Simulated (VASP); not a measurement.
# BaTiO3 (P4mm) in VASP: settings compared

BaTiO3 is run at these levels: PBE, PBE+U; tasks: single point.

All numbers are computed with VASP 6.6.1; they aren't measurements. Logs are shortened: lines on timing, memory, paths and dates and some standing lists are left out, and cuts for length are marked.

## Step 1: The cell of the first run

Symmetry: P4mm, No. 99, tetragonal system. The conventional cell has a = 4.000 Å, b = 4.000 Å, c = 4.018 Å, α = 90.00°, β = 90.00°, γ = 90.00°. Ba (site symmetry 4mm) has 12 O at 2.79 to 2.88 Å and 8 Ti at 3.45 to 3.49 Å within 3.7 Å. Ti (site symmetry 4mm) has 6 O at 1.89 to 2.13 Å within 2.5 Å. Within 2.5 Å of O (site symmetry 4mm) lie 2 Ti at 1.89 to 2.13 Å. O (site symmetry 2mm) has 2 Ti at 2.00 Å and 4 Ba at 2.79 to 2.88 Å and 8 O at 2.83 to 2.84 Å within 2.9 Å.

## Step 2: Single point, PBE

INCAR

```
SYSTEM = BaTiO3
PREC = Accurate
ENCUT = 520
EDIFF = 1E-7
ISMEAR = 0
SIGMA = 0.01
LREAL = .False.
LASPH = .True.
NELM = 100
ALGO = Normal
ISIF = 2
LWAVE = .False.
LCHARG = .False.
GGA = PE
NBANDS = 28
```

KPOINTS

```
regular mesh
0
Gamma
  4 4 4
  0 0 0
```

POSCAR

```
BaTiO3
1.0
    3.9998000000      0.0000000000      0.0000000000
    0.0000000000      3.9998000000      0.0000000000
    0.0000000000      0.0000000000      4.0180000000
Ba Ti O
1 1 3
Direct
    0.0000000000      0.0000000000      0.0000000000
    0.5000000000      0.5000000000      0.4900000000
    0.5000000000      0.5000000000      0.0190000000
    0.5000000000      0.0000000000      0.5170000000
    0.0000000000      0.5000000000      0.5170000000
```

Potentials or basis: VASP PAW PBE potentials, release 64 (Ba_sv, Ti_sv, O).

The run is started by

```
$ cat potpaw_PBE.64/Ba_sv/POTCAR potpaw_PBE.64/Ti_sv/POTCAR potpaw_PBE.64/O/POTCAR > POTCAR
$ mpirun -np 1 vasp_std > vasp.out
```

OUTCAR:

```text
SYSTEM = BaTiO3
   PREC = Accurate
   ENCUT = 520
   EDIFF = 1E-7
   ISMEAR = 0
   LREAL = .False.
   LASPH = .True.
   NELM = 100
   ISIF = 2
   GGA = PE

 ion  position               nearest neighbor table
   1  0.000  0.000  0.000-   4 2.79   5 2.79   5 2.79   4 2.79   3 2.83   3 2.83   3 2.83   3 2.83
                             4 2.88   5 2.88   5 2.88   4 2.88   2 3.45   2 3.45   2 3.45   2 3.45
   2  0.500  0.500  0.490-   3 1.89   4 2.00   5 2.00   4 2.00   5 2.00   3 2.13   1 3.45   1 3.45
                             1 3.45   1 3.45   1 3.49   1 3.49   1 3.49   1 3.49
   3  0.500  0.500  0.019-   2 1.89   2 2.13   1 2.83   1 2.83   1 2.83   1 2.83
   4  0.500  0.000  0.517-   2 2.00   2 2.00   1 2.79   1 2.79   1 2.88   1 2.88
   5  0.000  0.500  0.517-   2 2.00   2 2.00   1 2.79   1 2.79   1 2.88   1 2.88

  LATTYP: Found a simple tetragonal cell.
 ALAT       =     3.9998000000
 C/A-ratio  =     1.0045502275

  Lattice vectors:

 A1 = (   3.9998000000,   0.0000000000,   0.0000000000)
 A2 = (   0.0000000000,   3.9998000000,   0.0000000000)
 A3 = (   0.0000000000,   0.0000000000,   4.0180000000)

Analysis of symmetry for initial positions (statically):
=====================================================================
 Subroutine PRICEL returns:
 Original cell was already a primitive cell.

 Routine SETGRP: Setting up the symmetry group for a
 simple tetragonal supercell.

 Subroutine GETGRP returns: Found  8 space group operations
 (whereof  8 operations were pure point group operations)
 out of a pool of 16 trial point group operations.

The static configuration has the point symmetry C_4v.

Analysis of symmetry for dynamics (positions and initial velocities):
=====================================================================
 Subroutine PRICEL returns:
 Original cell was already a primitive cell.

 Routine SETGRP: Setting up the symmetry group for a
 simple tetragonal supercell.

 Subroutine GETGRP returns: Found  8 space group operations
 (whereof  8 operations were pure point group operations)
 out of a pool of 16 trial point group operations.

The dynamic configuration has the point symmetry C_4v.

 Subroutine INISYM returns: Found  8 space group operations
 (whereof  8 operations are pure point group operations),
 and found     1 'primitive' translations

----------------------------------------------------------------------------------------

                                     Primitive cell

  volume of cell :      64.2816

  direct lattice vectors                    reciprocal lattice vectors
     3.999800000  0.000000000  0.000000000     0.250012501  0.000000000  0.000000000
     0.000000000  3.999800000  0.000000000     0.000000000  0.250012501  0.000000000
     0.000000000  0.000000000  4.018000000     0.000000000  0.000000000  0.248880040

  length of vectors
     3.999800000  3.999800000  4.018000000     0.250012501  0.250012501  0.248880040

  position of ions in fractional coordinates (direct lattice)
     0.000000000  0.000000000  0.000000000
     0.500000000  0.500000000  0.490000000
     0.500000000  0.500000000  0.019000000
     0.500000000  0.000000000  0.517000000
     0.000000000  0.500000000  0.517000000

  ion indices of the primitive-cell ions
   primitive index   ion index
                 1           1
                 2           2
                 3           3
                 4           4
                 5           5

----------------------------------------------------------------------------------------

 KPOINTS: regular mesh

Automatic generation of k-mesh.
 Grid dimensions read from file:
 generate k-points for:    4    4    4

 Generating k-lattice:

  Cartesian coordinates                     Fractional coordinates (reciprocal lattice)
     0.062503125  0.000000000  0.000000000     0.250000000  0.000000000  0.000000000
     0.000000000  0.062503125  0.000000000     0.000000000  0.250000000  0.000000000
     0.000000000  0.000000000  0.062220010     0.000000000  0.000000000  0.250000000

  Length of vectors
     0.062503125  0.062503125  0.062220010

  Shift w.r.t. Gamma in fractional coordinates (k-lattice)
     0.000000000  0.000000000  0.000000000

 Subroutine IBZKPT returns following result:
 ===========================================

 Found     18 irreducible k-points:

 Following reciprocal coordinates:
            Coordinates               Weight
  0.000000  0.000000  0.000000      1.000000
  0.250000  0.000000  0.000000      4.000000
  0.500000  0.000000  0.000000      2.000000
  0.250000  0.250000  0.000000      4.000000
  0.500000  0.250000  0.000000      4.000000
  0.500000  0.500000  0.000000      1.000000
[... 10 lines left out ...]
  0.500000  0.250000  0.500000      4.000000
  0.500000  0.500000  0.500000      1.000000
   k-points           NKPTS =     18   k-points in BZ     NKDIM =     18   number of bands    NBANDS=     28
   number of dos      NEDOS =    301   number of ions     NIONS =      5
   total plane-waves  NPLWV =  27000
   dimension x,y,z NGX =    30 NGY =   30 NGZ =   30
   dimension x,y,z NGXF=    60 NGYF=   60 NGZF=   60
   ions per type =               1   1   3
   NGX,Y,Z   is equivalent  to a cutoff of  12.47, 12.47, 12.41 a.u.
   NGXF,Y,Z  is equivalent  to a cutoff of  24.94, 24.94, 24.83 a.u.
 SYSTEM =  BaTiO3
   PREC   = accura    normal or accurate (medium, high low for compatibility)
   ISTART =      0    job   : 0-new  1-cont  2-samecut
   ICHARG =      2    charge: 1-file 2-atom 10-const
   ISPIN  =      1    spin polarized calculation?
   LNONCOLLINEAR =      F non collinear calculations
   LSORBIT =      F    spin-orbit coupling
   LASPH  =      T    aspherical Exc in radial PAW
   ENCUT  =  520.0 eV  38.22 Ry    6.18 a.u.   7.44  7.44  7.47*2*pi/ulx,y,z
   NELM   =    100;   NELMIN=  2; NELMDL= -5     # of ELM steps
   EDIFF  = 0.1E-06   stopping-criterion for ELM
   LREAL  =      F    real-space projection
   EDIFFG = 0.1E-05   stopping-criterion for IOM
   NSW    =      0    number of steps for IOM
   IBRION =     -1    ionic relax: 0-MD 1-quasi-New 2-CG
   NFREE  =      0    steps in history (QN), initial steepest desc. (CG)
   ISIF   =      2    stress and relaxation
   ISYM   =      2    0-nonsym 1-usesym 2-fastsym
   POTIM  = 0.5000    time-step for ionic-motion
   TEBEG  =    0.0;   TEEND  =   0.0 temperature during run
   PSTRESS=    0.0 pullay stress
   NELECT =      40.0000    total number of electrons
   NUPDOWN=      -1.0000    fix difference up-down
   EMIN   =  10.00;   EMAX   =-10.00  energy-range for DOS
   EFERMI =   0.00;   METHOD = LEGACY
   ISMEAR =     0;   SIGMA  =   0.01  broadening in eV -4-tet -1-fermi 0-gaus
   EFERMI_NEDOS =   21; number of points for ismear=-14 and -15
   IALGO  =     38    algorithm
   IMIX   =      4    mixing-type and parameters
     AMIX     =   0.40;   BMIX     =  1.00
     AMIX_MAG =   1.60;   BMIX_MAG =  1.00
  volume/ion in A,a.u.               =      12.86        86.76
  Fermi-wavevector in a.u.,A,eV,Ry     =   1.397653  2.641181 26.578078  1.953434
  Thomas-Fermi vector in A             =   2.520888
   LORBIT       =      0    0 simple, 1 ext, 2 COOP (PROOUT), +10 PAW based schemes
   GGA     = PE    functional components
   LHFCALC =     F    Hartree Fock is set to
   AEXX    =    0.0000 exact exchange contribution
   IVDW    =     0    specifies the selected vdW correction
   LEPSILON=     F    determine dielectric tensor
   LRPA    =     F    only Hartree local field effects (RPA)
 non-spin polarized calculation
 Gauss-broadening in eV      SIGMA  =   0.01
  energy-cutoff  :      520.00
  volume of cell :       64.28
 maximum number of plane-waves:      1755
 NGX is ok and might be reduce to    30
   NGX = 15   NGY = 15   NGZ = 15

 number of electron      39.9999977 magnetization

 Free energy of the ion-electron system (eV)
  ---------------------------------------------------
  ext. energy  EPLUGINS =         0.00000000
  ---------------------------------------------------
  free energy    TOTEN  =       -39.97207237 eV

  energy without entropy =      -39.97207237  energy(sigma->0) =      -39.97207237

 E-fermi :   3.9452     XC(G=0): -11.2423

 val. band max:        3.8498126464   @ k =   0.5000   0.5000   0.5000
 cond. band min:       5.6112912109   @ k =   0.0000   0.0000   0.0000
 fundamental gap:      1.7614785644
 Fermi energy:         3.9452346025

 k-point     1 :       0.0000    0.0000    0.0000
  band No.  band energies     occupation
      1     -52.7645      2.00000
      2     -29.0036      2.00000
      3     -28.9757      2.00000
      4     -28.9757      2.00000
      5     -21.0124      2.00000
      6     -13.0728      2.00000
[... 20 lines left out ...]
     27       8.8954      0.00000
     28      11.1456      0.00000

 k-point     2 :       0.2500    0.0000    0.0000
  band No.  band energies     occupation
      1     -52.7640      2.00000
      2     -29.0030      2.00000
      3     -29.0016      2.00000
      4     -28.9747      2.00000
      5     -20.9534      2.00000
      6     -13.1523      2.00000
[... 20 lines left out ...]
     27       9.9702      0.00000
     28      12.1781      0.00000

 k-point     3 :       0.5000    0.0000    0.0000
  band No.  band energies     occupation
      1     -52.7635      2.00000
      2     -29.0281      2.00000
      3     -29.0016      2.00000
      4     -28.9737      2.00000
      5     -20.8927      2.00000
      6     -13.3083      2.00000
[... 20 lines left out ...]
     27      11.3971      0.00000
     28      12.0191      0.00000

 k-point     4 :       0.2500    0.2500    0.0000
  band No.  band energies     occupation
      1     -52.7635      2.00000
      2     -29.0023      2.00000
      3     -29.0004      2.00000
      4     -29.0002      2.00000
      5     -20.9046      2.00000
      6     -13.0578      2.00000
[... 392 lines left out ...]
     27      12.0277      0.00000
     28      12.1604      0.00000

 k-point    17 :       0.5000    0.2500    0.5000
  band No.  band energies     occupation
      1     -52.7620      2.00000
      2     -29.0493      2.00000
      3     -29.0236      2.00000
      4     -28.9972      2.00000
      5     -20.7861      2.00000
      6     -12.4333      2.00000
[... 20 lines left out ...]
     27      11.8668      0.00000
     28      12.0419      0.00000

 k-point    18 :       0.5000    0.5000    0.5000
  band No.  band energies     occupation
      1     -52.7615      2.00000
      2     -29.0480      2.00000
      3     -29.0224      2.00000
      4     -29.0224      2.00000
      5     -20.7523      2.00000
      6     -12.2300      2.00000
[... 20 lines left out ...]
     27      11.4589      0.00000
     28      11.6426      0.00000

------------------------ aborting loop because EDIFF is reached ----------------------------------------

  FORCE on cell =-STRESS in cart. coord.  units (eV):
  Direction    XX          YY          ZZ          XY          YZ          ZX
  --------------------------------------------------------------------------------------
  -------------------------------------------------------------------------------------
  Total        1.5681437      1.5681437      1.9668174      0.0000000      0.0000000      0.0000000
  in kB       39.0849861     39.0849861     49.0216746      0.0000000      0.0000000      0.0000000
  external PRESSURE =      42.3972156 kB  Pullay stress =       0.0000000 kB

 VOLUME and BASIS-vectors are now :
 -----------------------------------------------------------------------------
  energy-cutoff  :      520.00
  volume of cell :       64.28
      direct lattice vectors                 reciprocal lattice vectors
     3.999800000  0.000000000  0.000000000     0.250012501  0.000000000  0.000000000
     0.000000000  3.999800000  0.000000000     0.000000000  0.250012501  0.000000000
     0.000000000  0.000000000  4.018000000     0.000000000  0.000000000  0.248880040

 POSITION                                       TOTAL-FORCE (eV/Angst)
 -----------------------------------------------------------------------------------
      0.00000      0.00000      0.00000        -0.000000     -0.000000      0.071826
      1.99990      1.99990      1.96882        -0.000000     -0.000000     -0.199504
      1.99990      1.99990      0.07634         0.000000      0.000000      0.305353
      1.99990      0.00000      2.07731        -0.000000     -0.000000     -0.088838
      0.00000      1.99990      2.07731        -0.000000     -0.000000     -0.088838
 -----------------------------------------------------------------------------------
    total drift:                                0.000000      0.000000      0.000134

  FREE ENERGIE OF THE ION-ELECTRON SYSTEM (eV)
  ---------------------------------------------------
  free  energy   TOTEN  =       -39.9720723653 eV

  energy  without entropy=      -39.9720723653  energy(sigma->0) =      -39.97207237
```

It took 52 s on 1 thread of Intel Xeon 8259CL, shared host; peak memory 0.19 GiB.

Results:

| Quantity | Value |
| --- | --- |
| Free energy | -39.9721 eV |
| Pressure | 4.2 GPa |
| Largest force | 0.305 eV/Å |
| Band gap on the k mesh | 1.76 eV (least direct gap 2.05 eV) |

Forces in eV/Å, atoms in the order of the input:
```
Ba   0.000  0.000  0.072
Ti   0.000  0.000 -0.200
O    0.000  0.000  0.305
O    0.000  0.000 -0.089
O    0.000  0.000 -0.089
```

Levels at points of the mesh, in eV from the valence-band top:
```
           k point  band 18  band 19  band 20  band 21  band 22  band 23
(0.00, 0.00, 0.00)    -0.31    -0.29    -0.29     1.76     1.98     1.98
(0.50, 0.00, 0.00)    -1.73    -0.94    -0.84     2.11     3.48     3.51
(0.50, 0.50, 0.00)    -0.97    -0.97    -0.09     3.52     3.52     3.91
(0.00, 0.00, 0.50)    -1.94    -0.71    -0.71     1.92     3.54     3.54
(0.50, 0.00, 0.50)    -0.91    -0.89    -0.17     3.50     3.55     3.90
(0.50, 0.50, 0.50)    -0.08    -0.08     0.00     4.15     4.15     4.15
```

Caveat: the cell stands under pressure; spin-orbit coupling is left out, which moves the levels of the heavy elements. A k mesh can miss the band edges.

(Part 1 of 2 ends here.)
